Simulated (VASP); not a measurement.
Crystal: Ta.

```
Ta
1.0
    -1.64603    1.64603    1.64603
     1.64603   -1.64603    1.64603
     1.64603    1.64603   -1.64603
Ta
1
Cartesian
  0.0000 0.0000 0.0000
```

| Quantity | Value |
| --- | --- |
| Program | VASP 6.6.1 |
| Task | relaxation of cell and atoms |
| Functional | PBE |
| Potentials or basis | VASP PAW PBE potentials, release 64 (Ta_pv) |
| Cutoff | 600 eV |
| k mesh | 18 × 18 × 18 |
| Occupations | gaussian, width 0.1 eV |
| Spin | no spin polarisation |

At the start: pressure 5.1 GPa; volume 17.84 Å³/atom.

Where does the relaxation end?

Over 3 steps the energy falls by 7.0 meV/atom and the volume is 18.30 Å³/atom (+2.6 %); space group Im-3m (No. 229, to 0.1 Å) before and after.

Step by step:
```
step  energy change (eV)  largest force (eV/Å)  pressure (GPa)  volume (Å³)
   1              0.0000                0.0000            5.06        17.84
   2              0.0265                0.0000           -9.80        19.33
   3             -0.0070                0.0000           -0.03        18.30
```

Final structure:
```
CELL_PARAMETERS angstrom
-1.65999 1.65999 1.65999
1.65999 -1.65999 1.65999
1.65999 1.65999 -1.65999
ATOMIC_POSITIONS crystal
Ta 0.00000 0.00000 0.00000
```
